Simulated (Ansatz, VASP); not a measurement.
**One calculation of BeSe2, two programs**

File INCAR:

```
SYSTEM = BeSe2
PREC = Accurate
ENCUT = 600
EDIFF = 1E-6
ISMEAR = 0
SIGMA = 0.1
LREAL = .FALSE.
LASPH = .TRUE.
NELM = 60
ALGO = Normal
ISIF = 3
LWAVE = .FALSE.
LCHARG = .FALSE.
GGA = PE
IBRION = 2
NSW = 100
EDIFFG = -0.01
```

KPOINTS

```
regular mesh
0
G
  8 8 4
  0 0 0
```

File POSCAR:

```
BeSe2
1.0
    3.6967153907      0.0000000000      0.0000000000
    0.0000000000      3.6967153907      0.0000000000
    0.0000000000      0.0000000000     10.4609373323
Be Se
2 4
Direct
    0.5000000000      0.5000000000      0.0000000000
    0.0000000000      0.0000000000      0.0000000000
    0.5000000000      0.0000000000      0.8732821196
    0.0000000000      0.5000000000      0.1267178804
    0.5000000000      0.5000000000      0.5000000000
    0.0000000000      0.0000000000      0.5000000000
```

Input for Ansatz:

```yaml
crystal:
  lattice:
    - [3.6967153907, 0.0, 0.0]
    - [0.0, 3.6967153907, 0.0]
    - [0.0, 0.0, 10.4609373323]
  atoms:
    - { symbol: Be, position: [0.5, 0.5, 0.0] }
    - { symbol: Be, position: [0.0, 0.0, 0.0] }
    - { symbol: Se, position: [0.5, 0.0, 0.8732821196] }
    - { symbol: Se, position: [0.0, 0.5, 0.1267178804] }
    - { symbol: Se, position: [0.5, 0.5, 0.5] }
    - { symbol: Se, position: [0.0, 0.0, 0.5] }
basis:
  ecutwfc: 420
kpoints:
  mp_grid: { grid: [8, 8, 4] }
hamiltonian:
  xc: pbe
scf:
  occupations: { method: gaussian, width: 0.1 }
output:
  forces: true
  stress: true
  eigenvalues: true
  write_density: true
  write_potential: true
  elf: true
  volumetric_format: npy
relax:
  adjacent_minimum: "off"
  f_tol: 0.01
  max_steps: 80
  cell: { stress_tol: 0.05 }
```

Alike in both runs: task relaxation of cell and atoms; functional PBE; k mesh 8 × 8 × 4; occupations gaussian, width 0.1 eV; no spin polarisation.

|  | VASP | Ansatz |
| --- | --- | --- |
| version | VASP 6.6.1 | Ansatz 0.2.0 |
| potentials or method | VASP PAW PBE potentials, release 64 (Be, Se), cutoff 600 eV | scalar-relativistic, plane waves, PAW |
| valence electrons in the cell | 28 | 68 |

|  | VASP | Ansatz | Ansatz less VASP |
| --- | --- | --- | --- |
| gap on the k mesh at the Fermi level, each at its own relaxed structure (eV) | none | none | - |
| relaxed volume (Å³/atom) | 26.10 | 26.09 | -0.008 |
| relaxed cell length with the largest relative difference (Å) | 11.474 | 11.472 | -0.0017 |

A gap of «none» marks a metal or a gap that the smearing closes. VASP's potentials hold 28 valence electrons a cell and Ansatz's 68, so a difference there can come from the potentials and not from the codes.
